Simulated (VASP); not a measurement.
Wanted: the native input for a VASP 6.6.1 run.

| Property | Result |
| --- | --- |
| Task | single point |
| Functional | PBEsol |
| Potentials or basis | VASP PAW PBE potentials, release 64 (Co) |
| Cutoff | 600 eV |
| k mesh | 11 × 11 × 11 |
| Occupations | fermi-dirac, width 0.1 eV |
| Spin | no spin polarisation |
| Dipole correction | no |
| Further INCAR settings | ALGO = Normal; EDIFF = 1e-06; NBANDS = 16 |

The structure of Co lies in POSCAR:

```
Co
1.0
    0.0000000000      2.4244204375      2.4244204375
    2.4244204375      0.0000000000      2.4244204375
    2.4244204375      2.4244204375      0.0000000000
Co
2
Direct
    0.1250000000      0.1250000000      0.1250000000
    0.8750000000      0.8750000000      0.8750000000
```

This isn't the form of Co at room conditions, which is hcp.

One way to write it, as run:

INCAR

```
PREC = Accurate
ENCUT = 600
EDIFF = 1E-6
ISMEAR = -1
SIGMA = 0.1
LREAL = False
LASPH = True
NELM = 120
ALGO = Normal
ISIF = 2
LWAVE = False
LCHARG = False
GGA = PS
NBANDS = 16
GGA_COMPAT = False
```

KPOINTS

```
regular mesh
0
Gamma
  11 11 11
```

Potentials or basis: VASP PAW PBE potentials, release 64 (Co).

Launch:

```sh
$ cat potpaw_PBE.64/Co/POTCAR > POTCAR
$ mpirun -np 1 vasp_std > vasp.out
```

It gave:

```yaml
Pressure: -1.5 GPa
Band_gap_on_the_k_mesh: zero (bands 9 and 10 overlap by 0.72 eV)
```

Caveat: the PAW data sets were made with another functional, which shifts forces and pressure a little; the run has no spin polarisation, though such a crystal can be magnetic.

It took 16 s on 1 thread of AMD EPYC 9R45 96-Core Processor (Zen 5), with other jobs on the host, peak memory 0.14 GiB.
